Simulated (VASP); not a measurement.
## SnO2: single point with PBEsol

The system is SnO2.

```
Sn O
1.0
     1.61709    0.93363    4.80059
    -1.61709    0.93363    4.80059
     0.00000   -1.86726    4.80059
Sn O
1 2
Direct
  0.50000 0.50000 0.50000
  0.23717 0.23717 0.23717
  0.76283 0.76283 0.76283
```

| Item | Value |
| --- | --- |
| Program | VASP 6.6.1 |
| Task | single point |
| Functional | PBEsol |
| Potentials or basis | VASP PAW PBE potentials, release 64 (Sn_d, O) |
| Cutoff | 600 eV |
| k mesh | 10 × 10 × 10 |
| Occupations | fermi-dirac, width 0.1 eV |
| Spin | no spin polarisation |
| Dipole correction | no |
| Further INCAR settings | ALGO = Normal; EDIFF = 1e-06; NBANDS = 20 |

- Pressure: -4.7 GPa
- Largest force: 0.349 eV/Å
- Band gap on the k mesh: 1.85 eV (least direct gap 1.97 eV)

Forces in eV/Å, atoms in the order of the input:
```
Sn   0.000  0.000  0.000
O    0.000  0.000 -0.349
O    0.000  0.000  0.349
```

Stress tensor (GPa, compression positive):
```
-5.24  0.00  0.00
 0.00 -5.24  0.00
 0.00  0.00 -3.69
```

Levels at points of the mesh, in eV from the valence-band top:
| k point | band 11 | band 12 | band 13 | band 14 | band 15 | band 16 |
| --- | --- | --- | --- | --- | --- | --- |
| (0.00, 0.00, 0.00) | -0.90 | -0.90 | -0.12 | 1.85 | 5.57 | 10.87 |
| (0.50, 0.00, 0.00) | -1.48 | -0.60 | -0.56 | 5.23 | 7.58 | 9.92 |
| (0.50, 0.50, 0.00) | -1.15 | -0.46 | -0.02 | 4.96 | 6.77 | 10.58 |
| (0.50, 0.50, 0.50) | -1.28 | -0.85 | -0.85 | 3.11 | 5.52 | 11.05 |

It took 4.5 min on 1 thread of Intel(R) Xeon(R) Platinum 8375C CPU @ 2.90GHz (Ice Lake), with other jobs on the host, peak memory 0.32 GiB.

Caveat: the cell stands under tension; the PAW data sets were made with another functional, which shifts forces and pressure a little; spin-orbit coupling is left out, which moves the levels of the heavy elements. A k mesh can miss the band edges.
